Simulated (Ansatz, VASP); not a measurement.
**One calculation of CuAu, two programs**

```
Au Cu
1.0
     1.47136    0.84949    4.33965
    -1.47136    0.84949    4.33965
     0.00000   -1.69898    4.33965
Au Cu
1 1
Direct
  0.00000 0.00000 0.00000
  0.50000 0.50000 0.50000
```

Alike in both runs: task single point; functional PBEsol; k mesh 11 × 11 × 11; occupations fermi-dirac, width 0.05 eV; no spin polarisation.

|  | VASP | Ansatz |
| --- | --- | --- |
| version | VASP 6.6.1 | Ansatz 0.2.0 |
| potentials or method | VASP PAW PBE potentials, release 64 (Au, Cu) | Ansatz PAW |
| plane-wave cutoff (eV) | 520 | 420 |
| valence electrons in the cell | 22 | 38 |

```csv
,VASP,Ansatz,Ansatz less VASP
gap on the k mesh at the Fermi level (eV),none,none,-
pressure (GPa),-14.0,-14.0,+0.02
"traceless stress, the component that is largest in VASP (GPa)",0.35,0.24,-0.107
```

VASP's potentials were made for PBE, not for PBEsol. A gap of «none» marks a metal or a gap that the smearing closes. The functional is the same, so the differences come from potentials, cutoffs and numerics. VASP's potentials hold 22 valence electrons a cell and Ansatz's 38, so a difference there can come from the potentials and not from the codes.

Spin-orbit coupling is off throughout.
